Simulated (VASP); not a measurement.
# WSe2 (P6_3/mmc) in VASP: a series of runs

WSe2 is run at these levels: PBE; tasks: single point.

Everything below comes from runs of VASP 6.6.1. Logs are shortened: lines on timing, memory, paths and dates and some standing lists are left out, and cuts for length are marked.

### 1 The cell of the first run

Symmetry: P6_3/mmc, No. 194, hexagonal system. Conventional cell: a = 3.389 Å, b = 3.389 Å, c = 12.970 Å, α = 90.00°, β = 90.00°, γ = 120.00°. W (site symmetry -6m2) has 6 Se at 2.57 Å and 6 W at 3.39 Å within 3.4 Å. Within 3.4 Å of Se (site symmetry 3m) lie 3 W at 2.57 Å and 7 Se at 3.35 to 3.39 Å.

### 2 Single point, PBE (equal xx and yy strain of +3 %)

Contents of INCAR:

```
SYSTEM = WSe2
PREC = Accurate
ENCUT = 520
EDIFF = 1E-6
ISMEAR = -1
SIGMA = 0.08
LREAL = .FALSE.
LASPH = .TRUE.
NELM = 60
ALGO = Normal
ISIF = 2
LWAVE = .FALSE.
LCHARG = .FALSE.
GGA = PE
NBANDS = 35
```

Contents of KPOINTS:

```
Automatic mesh
0
G
  11 11 3
  0 0 0
```

Contents of POSCAR:

```
WSe2
1.0
    3.3886984040      0.0000000000      0.0000000000
   -1.6943492020      2.9346989036      0.0000000000
    0.0000000000      0.0000000000     12.9700000000
W Se
2 4
Direct
    0.3333333333      0.6666666667      0.2500000000
    0.6666666667      0.3333333333      0.7500000000
    0.3333333333      0.6666666667      0.6210000000
    0.6666666667      0.3333333333      0.1210000000
    0.3333333333      0.6666666667      0.8790000000
    0.6666666667      0.3333333333      0.3790000000
```

Potentials or basis: VASP PAW PBE potentials, release 64 (W_sv, Se).

The run is started by

```
$ cat potpaw_PBE.64/W_sv/POTCAR potpaw_PBE.64/Se/POTCAR > POTCAR
$ mpirun -np 1 vasp_std > vasp.out
```

OUTCAR:

```text
SYSTEM = WSe2
   PREC = Accurate
   ENCUT = 520
   EDIFF = 1E-6
   ISMEAR = -1
   LREAL = .FALSE.
   LASPH = .TRUE.
   NELM = 60
   ISIF = 2
   GGA = PE

 ion  position               nearest neighbor table
   1  0.333  0.667  0.250-   4 2.57   6 2.57   4 2.57   6 2.57   4 2.57   6 2.57
   2  0.667  0.333  0.750-   3 2.57   5 2.57   3 2.57   5 2.57   3 2.57   5 2.57
   3  0.333  0.667  0.621-   2 2.57   2 2.57   2 2.57
   4  0.667  0.333  0.121-   1 2.57   1 2.57   1 2.57
   5  0.333  0.667  0.879-   2 2.57   2 2.57   2 2.57
   6  0.667  0.333  0.379-   1 2.57   1 2.57   1 2.57

  LATTYP: Found a hexagonal cell.
 ALAT       =     3.3886984040
 C/A-ratio  =     3.8274282494

  Lattice vectors:

 A1 = (   3.3886984040,   0.0000000000,   0.0000000000)
 A2 = (  -1.6943492020,   2.9346989036,   0.0000000000)
 A3 = (   0.0000000000,   0.0000000000,  12.9700000000)

Analysis of symmetry for initial positions (statically):
=====================================================================
 Subroutine PRICEL returns:
 Original cell was already a primitive cell.

 Routine SETGRP: Setting up the symmetry group for a
 hexagonal supercell.

 Subroutine GETGRP returns: Found 24 space group operations
 (whereof 12 operations were pure point group operations)
 out of a pool of 24 trial point group operations.

The static configuration has the point symmetry D_3d.
 The point group associated with its full space group is D_6h.

Analysis of symmetry for dynamics (positions and initial velocities):
=====================================================================
 Subroutine PRICEL returns:
 Original cell was already a primitive cell.

 Routine SETGRP: Setting up the symmetry group for a
 hexagonal supercell.

 Subroutine GETGRP returns: Found 24 space group operations
 (whereof 12 operations were pure point group operations)
 out of a pool of 24 trial point group operations.

The dynamic configuration has the point symmetry D_3d.
 The point group associated with its full space group is D_6h.

 Subroutine INISYM returns: Found 24 space group operations
 (whereof 12 operations are pure point group operations),
 and found     1 'primitive' translations

----------------------------------------------------------------------------------------

                                     Primitive cell

  volume of cell :     128.9842

  direct lattice vectors                    reciprocal lattice vectors
     3.388698404  0.000000000  0.000000000     0.295098554  0.170375230  0.000000000
    -1.694349202  2.934698904  0.000000000     0.000000000  0.340750460  0.000000000
     0.000000000  0.000000000 12.970000000     0.000000000  0.000000000  0.077101002

  length of vectors
     3.388698404  3.388698404 12.970000000     0.340750460  0.340750460  0.077101002

  position of ions in fractional coordinates (direct lattice)
     0.333333333  0.666666667  0.250000000
     0.666666667  0.333333333  0.750000000
     0.333333333  0.666666667  0.621000000
     0.666666667  0.333333333  0.121000000
     0.333333333  0.666666667  0.879000000
     0.666666667  0.333333333  0.379000000

  ion indices of the primitive-cell ions
   primitive index   ion index
                 1           1
                 2           2
                 3           3
                 4           4
                 5           5
                 6           6

----------------------------------------------------------------------------------------

 KPOINTS: Automatic mesh

Automatic generation of k-mesh.
 Grid dimensions read from file:
 generate k-points for:   11   11    3

 Generating k-lattice:

  Cartesian coordinates                     Fractional coordinates (reciprocal lattice)
     0.026827141  0.015488657  0.000000000     0.090909091  0.000000000  0.000000000
     0.000000000  0.030977315  0.000000000     0.000000000  0.090909091  0.000000000
     0.000000000  0.000000000  0.025700334     0.000000000  0.000000000  0.333333333

  Length of vectors
     0.030977315  0.030977315  0.025700334

  Shift w.r.t. Gamma in fractional coordinates (k-lattice)
     0.000000000  0.000000000  0.000000000

 Subroutine IBZKPT returns following result:
 ===========================================

 Found     32 irreducible k-points:

 Following reciprocal coordinates:
            Coordinates               Weight
  0.000000  0.000000  0.000000      1.000000
  0.090909  0.000000  0.000000      6.000000
  0.181818  0.000000  0.000000      6.000000
  0.272727  0.000000  0.000000      6.000000
  0.363636 -0.000000  0.000000      6.000000
  0.454545  0.000000  0.000000      6.000000
[... 16 lines left out ...]
  0.090909  0.090909  0.333333     12.000000
  0.181818  0.090909  0.333333     24.000000
 [... further k-points ...]
   k-points           NKPTS =     32   k-points in BZ     NKDIM =     32   number of bands    NBANDS=     35
   number of dos      NEDOS =    301   number of ions     NIONS =      6
   total plane-waves  NPLWV =  75264
   dimension x,y,z NGX =    28 NGY =   28 NGZ =   96
   dimension x,y,z NGXF=    56 NGYF=   56 NGZF=  192
   ions per type =               2   4
   NGX,Y,Z   is equivalent  to a cutoff of  13.74, 13.74, 12.31 a.u.
   NGXF,Y,Z  is equivalent  to a cutoff of  27.47, 27.47, 24.61 a.u.
 SYSTEM =  WSe2
   PREC   = accura    normal or accurate (medium, high low for compatibility)
   ISTART =      0    job   : 0-new  1-cont  2-samecut
   ICHARG =      2    charge: 1-file 2-atom 10-const
   ISPIN  =      1    spin polarized calculation?
   LNONCOLLINEAR =      F non collinear calculations
   LSORBIT =      F    spin-orbit coupling
   LASPH  =      T    aspherical Exc in radial PAW
   ENCUT  =  520.0 eV  38.22 Ry    6.18 a.u.   6.30  6.30 24.12*2*pi/ulx,y,z
   NELM   =     60;   NELMIN=  2; NELMDL= -5     # of ELM steps
   EDIFF  = 0.1E-05   stopping-criterion for ELM
   LREAL  =      F    real-space projection
   EDIFFG = 0.1E-04   stopping-criterion for IOM
   NSW    =      0    number of steps for IOM
   IBRION =     -1    ionic relax: 0-MD 1-quasi-New 2-CG
   NFREE  =      0    steps in history (QN), initial steepest desc. (CG)
   ISIF   =      2    stress and relaxation
   ISYM   =      2    0-nonsym 1-usesym 2-fastsym
   POTIM  = 0.5000    time-step for ionic-motion
   TEBEG  =    0.0;   TEEND  =   0.0 temperature during run
   PSTRESS=    0.0 pullay stress
   NELECT =      52.0000    total number of electrons
   NUPDOWN=      -1.0000    fix difference up-down
   EMIN   =  10.00;   EMAX   =-10.00  energy-range for DOS
   EFERMI =   0.00;   METHOD = LEGACY
   ISMEAR =    -1;   SIGMA  =   0.08  broadening in eV -4-tet -1-fermi 0-gaus
   EFERMI_NEDOS =   21; number of points for ismear=-14 and -15
   IALGO  =     38    algorithm
   IMIX   =      4    mixing-type and parameters
     AMIX     =   0.40;   BMIX     =  1.00
     AMIX_MAG =   1.60;   BMIX_MAG =  1.00
  volume/ion in A,a.u.               =      21.50       145.07
  Fermi-wavevector in a.u.,A,eV,Ry     =   1.209383  2.285402 19.899974  1.462607
  Thomas-Fermi vector in A             =   2.344962
   LORBIT       =      0    0 simple, 1 ext, 2 COOP (PROOUT), +10 PAW based schemes
   GGA     = PE    functional components
   LHFCALC =     F    Hartree Fock is set to
   AEXX    =    0.0000 exact exchange contribution
   IVDW    =     0    specifies the selected vdW correction
   LEPSILON=     F    determine dielectric tensor
   LRPA    =     F    only Hartree local field effects (RPA)
 non-spin polarized calculation
  energy-cutoff  :      520.00
  volume of cell :      128.98
 maximum number of plane-waves:      3505
 NGX is ok and might be reduce to    28
   NGX = 13   NGY = 13   NGZ = 49

 number of electron      52.0000001 magnetization

 Free energy of the ion-electron system (eV)
  ---------------------------------------------------
  ext. energy  EPLUGINS =         0.00000000
  ---------------------------------------------------
  free energy    TOTEN  =       -43.10003911 eV

  energy without entropy =      -43.09988464  energy(sigma->0) =      -43.09996188

 E-fermi :   6.1210     XC(G=0): -10.4717

 val. band max:        5.7254383993   @ k =   0.0000   0.0000   0.0000
 cond. band min:       6.6546879252   @ k =   0.1818   0.1818   0.0000
 fundamental gap:      0.9292495259
 Fermi energy:         6.1210192347

 k-point     1 :       0.0000    0.0000    0.0000
  band No.  band energies     occupation
      1     -68.8242      2.00000
      2     -68.8242      2.00000
      3     -32.9953      2.00000
      4     -32.9953      2.00000
      5     -32.9471      2.00000
      6     -32.9471      2.00000
[... 27 lines left out ...]
     34       8.3147      0.00000
     35       9.6003      0.00000

 k-point     2 :       0.0909    0.0000    0.0000
  band No.  band energies     occupation
      1     -68.8237      2.00000
      2     -68.8236      2.00000
      3     -32.9929      2.00000
      4     -32.9928      2.00000
      5     -32.9603      2.00000
      6     -32.9603      2.00000
[... 27 lines left out ...]
     34       8.2853      0.00000
     35      10.2880      0.00000

 k-point     3 :       0.1818    0.0000    0.0000
  band No.  band energies     occupation
      1     -68.8223      2.00000
      2     -68.8223      2.00000
      3     -32.9956      2.00000
      4     -32.9956      2.00000
      5     -32.9863      2.00000
      6     -32.9862      2.00000
[... 27 lines left out ...]
     34       8.7695      0.00000
     35      11.3011      0.00000
[... 723 lines left out ...]
 k-point    23 :       0.0909    0.0909    0.3333
  band No.  band energies     occupation
      1     -68.8227      2.00000
      2     -68.8227      2.00000
      3     -32.9883      2.00000
      4     -32.9883      2.00000
      5     -32.9838      2.00000
      6     -32.9838      2.00000
[... 27 lines left out ...]
     34       8.6504      0.00000
     35      11.2765      0.00000

 k-point    24 :       0.1818    0.0909    0.3333
  band No.  band energies     occupation
      1     -68.8211      2.00000
      2     -68.8211      2.00000
      3     -33.0224      2.00000
      4     -33.0224      2.00000
      5     -32.9807      2.00000
      6     -32.9807      2.00000
[... 27 lines left out ...]
     34       9.1720      0.00000
     35      11.9663      0.00000

 [... further k-points ...]

------------------------ aborting loop because EDIFF is reached ----------------------------------------

  FORCE on cell =-STRESS in cart. coord.  units (eV):
  Direction    XX          YY          ZZ          XY          YZ          ZX
  --------------------------------------------------------------------------------------
  -------------------------------------------------------------------------------------
  Total       -3.6516218     -3.6516218     -0.5880109     -0.0000000     -0.0000000      0.0000000
  in kB      -45.3586306    -45.3586306     -7.3039795     -0.0000000     -0.0000000      0.0000000
  external PRESSURE =     -32.6737469 kB  Pullay stress =       0.0000000 kB

 VOLUME and BASIS-vectors are now :
 -----------------------------------------------------------------------------
  energy-cutoff  :      520.00
  volume of cell :      128.98
      direct lattice vectors                 reciprocal lattice vectors
     3.388698404  0.000000000  0.000000000     0.295098554  0.170375230  0.000000000
    -1.694349202  2.934698904  0.000000000     0.000000000  0.340750460  0.000000000
     0.000000000  0.000000000 12.970000000     0.000000000  0.000000000  0.077101002

 POSITION                                       TOTAL-FORCE (eV/Angst)
 -----------------------------------------------------------------------------------
     -0.00000      1.95647      3.24250        -0.000000      0.000000      0.000000
      1.69435      0.97823      9.72750         0.000000     -0.000000      0.000000
     -0.00000      1.95647      8.05437        -0.000000     -0.000000      0.379847
      1.69435      0.97823      1.56937        -0.000000     -0.000000      0.379847
     -0.00000      1.95647     11.40063        -0.000000     -0.000000     -0.379847
      1.69435      0.97823      4.91563         0.000000     -0.000000     -0.379847
 -----------------------------------------------------------------------------------
    total drift:                               -0.000000      0.000000     -0.000000

  FREE ENERGIE OF THE ION-ELECTRON SYSTEM (eV)
  ---------------------------------------------------
  free  energy   TOTEN  =       -43.1000391075 eV

  energy  without entropy=      -43.0998846445  energy(sigma->0) =      -43.09996188
```

It took 1.9 min on 1 thread of Intel Xeon Platinum 8488C (Sapphire Rapids), shared host; peak memory 0.31 GiB.

Results:

```yaml
Free_energy: -43.1000 eV
Pressure: -3.3 GPa
Largest_force: 0.380 eV/Å
Band_gap_on_the_k_mesh: 0.93 eV, indirect (least direct gap 1.47 eV)
```

Forces on the atoms (eV/Å):
```
W    0.000  0.000  0.000
W    0.000  0.000  0.000
Se   0.000  0.000  0.380
Se   0.000  0.000  0.380
Se   0.000  0.000 -0.380
Se   0.000  0.000 -0.380
```

Levels at points of the mesh, in eV from the valence-band top:
| k point | band 24 | band 25 | band 26 | band 27 | band 28 | band 29 |
| --- | --- | --- | --- | --- | --- | --- |
| (0.00, 0.00, 0.00) | -0.93 | -0.89 | 0.00 | 2.29 | 2.29 | 2.34 |

Caveat: the cell differs from its parent crystal (equal xx and yy strain of +3 %); spin-orbit coupling is left out, which moves the levels of the heavy elements; this functional lacks dispersion, which binds the layers, so the pressure and a relaxed spacing across them are unreliable. A k mesh can miss the band edges.

### 3 Single point, PBE (zz strain of -2 %)

Contents of INCAR:

```
PREC = Accurate
ENCUT = 520
EDIFF = 1E-6
ISMEAR = -1
SIGMA = 0.08
LREAL = F
LASPH = T
NELM = 80
ALGO = Normal
ISIF = 2
LWAVE = F
LCHARG = F
GGA = PE
NBANDS = 35
```

Contents of KPOINTS:

```
Automatic mesh
0
Gamma
  11 11 3
```

POSCAR, as its differences from that of step 2:

```diff
@@ -2,5 +2,5 @@
 1.0
-    3.3886984040      0.0000000000      0.0000000000
-   -1.6943492020      2.9346989036      0.0000000000
-    0.0000000000      0.0000000000     12.9700000000
+    3.2899984505      0.0000000000      0.0000000000
+   -1.6449992252      2.8492222365      0.0000000000
+    0.0000000000      0.0000000000     12.7106000000
 W Se
```

Potentials or basis: VASP PAW PBE potentials, release 64 (W_sv, Se).

The run is started by

```
$ cat potpaw_PBE.64/W_sv/POTCAR potpaw_PBE.64/Se/POTCAR > POTCAR
$ mpirun -np 1 vasp_std > vasp.out
```

Run time: 73 s. Hardware: 1 thread of Intel Xeon Platinum 8559C (Emerald Rapids), shared host; peak memory 0.28 GiB.

Results (log left out):

```yaml
Free_energy: -43.0113 eV
Pressure: 7.5 GPa
Largest_force: 0.807 eV/Å
Band_gap_on_the_k_mesh: 0.87 eV, indirect (least direct gap 1.68 eV)
```

Forces in eV/Å, atoms in the order of the input:
```
W    0.000  0.000  0.000
W    0.000  0.000  0.000
Se   0.000  0.000 -0.807
Se   0.000  0.000 -0.807
Se   0.000  0.000  0.807
Se   0.000  0.000  0.807
```

Stress tensor (GPa, compression positive):
```
 5.93  0.00  0.00
 0.00  5.93  0.00
 0.00  0.00 10.76
```

Levels at points of the mesh, in eV from the valence-band top:
| k point | band 24 | band 25 | band 26 | band 27 | band 28 | band 29 |
| --- | --- | --- | --- | --- | --- | --- |
| (0.00, 0.00, 0.00) | -1.17 | -1.00 | 0.00 | 2.50 | 2.50 | 2.55 |

Caveat: the cell differs from its parent crystal (zz strain of -2 %); spin-orbit coupling is left out, which moves the levels of the heavy elements; this functional lacks dispersion, which binds the layers, so the pressure and a relaxed spacing across them are unreliable. A k mesh can miss the band edges.

### 4 Single point, PBE (zz strain of +1 %)

Contents of INCAR:

```
PREC = Accurate
ENCUT = 520
EDIFF = 1E-7
ISMEAR = -1
SIGMA = 0.08
LREAL = False
LASPH = True
NELM = 60
ALGO = Normal
ISIF = 2
LWAVE = False
LCHARG = False
GGA = PE
NBANDS = 35
```

Contents of KPOINTS:

```
regular mesh
0
Gamma
  11 11 3
```

POSCAR, as its differences from that of step 3:

```diff
@@ -4,3 +4,3 @@
    -1.6449992252      2.8492222365      0.0000000000
-    0.0000000000      0.0000000000     12.7106000000
+    0.0000000000      0.0000000000     13.0997000000
 W Se
```

The run is started by

```
$ cat potpaw_PBE.64/W_sv/POTCAR potpaw_PBE.64/Se/POTCAR > POTCAR
$ mpirun -np 1 vasp_std > vasp.out
```

It took 91 s on 1 thread of Intel Xeon Platinum 8559C (Emerald Rapids), shared host; peak memory 0.29 GiB.

It converged, with:

```
Free energy            : -43.1546 eV
Pressure               : 2.4 GPa
Largest force          : 0.059 eV/Å
Band gap on the k mesh : 0.98 eV, indirect (least direct gap 1.77 eV)
```

Forces on the atoms (eV/Å):
```
W    0.000  0.000  0.000
W    0.000  0.000  0.000
Se   0.000  0.000  0.059
Se   0.000  0.000  0.059
Se   0.000  0.000 -0.059
Se   0.000  0.000 -0.059
```

Stress tensor (GPa, compression positive):
```
2.64 0.00 0.00
0.00 2.64 0.00
0.00 0.00 1.98
```

Levels at points of the mesh, in eV from the valence-band top:
```csv
k point,band 24,band 25,band 26,band 27,band 28,band 29
"(0.00, 0.00, 0.00)",-1.10,-1.08,0.00,2.70,2.70,2.75
```

Caveat: the cell differs from its parent crystal (zz strain of +1 %); spin-orbit coupling is left out, which moves the levels of the heavy elements; this functional lacks dispersion, which binds the layers, so the pressure and a relaxed spacing across them are unreliable. A k mesh can miss the band edges.

### 5 Single point, PBE (zz strain of +3 %)

Contents of INCAR:

```
SYSTEM = WSe2
PREC = Accurate ; ENCUT = 520
EDIFF = 1E-6 ; ISMEAR = -1
SIGMA = 0.08 ; LREAL = .False.
LASPH = .True. ; NELM = 100
ALGO = Normal ; ISIF = 2
LWAVE = .False. ; LCHARG = .True.
GGA = PE ; LELF = .True.
LVHAR = .True. ; NBANDS = 35
```

Contents of KPOINTS:

```
Automatic mesh
0
Gamma
  11 11 3
  0 0 0
```

POSCAR, as its differences from that of step 4:

```diff
@@ -4,3 +4,3 @@
    -1.6449992252      2.8492222365      0.0000000000
-    0.0000000000      0.0000000000     13.0997000000
+    0.0000000000      0.0000000000     13.3591000000
 W Se
```

The run is started by

```
$ cat potpaw_PBE.64/W_sv/POTCAR potpaw_PBE.64/Se/POTCAR > POTCAR
$ mpirun -np 1 vasp_std > vasp.out
```

It took 87 s on 1 thread of Intel Xeon Platinum 8559C (Emerald Rapids), shared host; peak memory 0.29 GiB.

The run converged. Its results:

```
Free energy            : -43.1451 eV
Pressure               : -0.5 GPa
Largest force          : 0.581 eV/Å
Band gap on the k mesh : 1.04 eV, indirect (least direct gap 1.81 eV)
```

Forces in eV/Å, atoms in the order of the input:
```
W    0.000  0.000  0.000
W    0.000  0.000  0.000
Se   0.000  0.000  0.581
Se   0.000  0.000  0.581
Se   0.000  0.000 -0.581
Se   0.000  0.000 -0.581
```

Stress tensor (GPa, compression positive):
```
 0.80  0.00  0.00
 0.00  0.80  0.00
 0.00  0.00 -3.20
```

Levels at points of the mesh, in eV from the valence-band top:
```csv
k point,band 22,band 23,band 24,band 25,band 26,band 27,band 28,band 29,band 30,band 31
"(0.00, 0.00, 0.00)",-1.15,-1.10,-1.10,-1.02,0.00,2.82,2.82,2.84,2.84,2.87
```

Caveat: the cell differs from its parent crystal (zz strain of +3 %); spin-orbit coupling is left out, which moves the levels of the heavy elements; this functional lacks dispersion, which binds the layers, so the pressure and a relaxed spacing across them are unreliable. A k mesh can miss the band edges.

### 6 Overview

| cell | gap on the mesh (eV) | pressure (GPa) | largest force (eV/Å) |
| --- | --- | --- | --- |
| a = 3.389, b = 3.389, c = 12.970 Å, angles 90.0, 90.0, 120.0°, 6 atoms | 0.93 | -3.3 | 0.38 |
| a = 3.290, b = 3.290, c = 12.711 Å, angles 90.0, 90.0, 120.0°, 6 atoms | 0.87 | 7.5 | 0.81 |
| a = 3.290, b = 3.290, c = 13.100 Å, angles 90.0, 90.0, 120.0°, 6 atoms | 0.98 | 2.4 | 0.06 |
| a = 3.290, b = 3.290, c = 13.359 Å, angles 90.0, 90.0, 120.0°, 6 atoms | 1.04 | -0.5 | 0.58 |

Alike in all rows: task single point; level PBE; potentials or basis VASP PAW PBE potentials, release 64 (W_sv, Se); no spin polarisation; k mesh 11 × 11 × 3; cutoff (eV) 520; smearing fermi-dirac 0.08 eV.

Caveats: spin-orbit coupling is left out, which moves the levels of the heavy elements; this functional lacks dispersion, which binds the layers, so the pressure and a relaxed spacing across them are unreliable.

Total energies depend on the potentials used, so only differences within one code and one set of settings carry meaning.
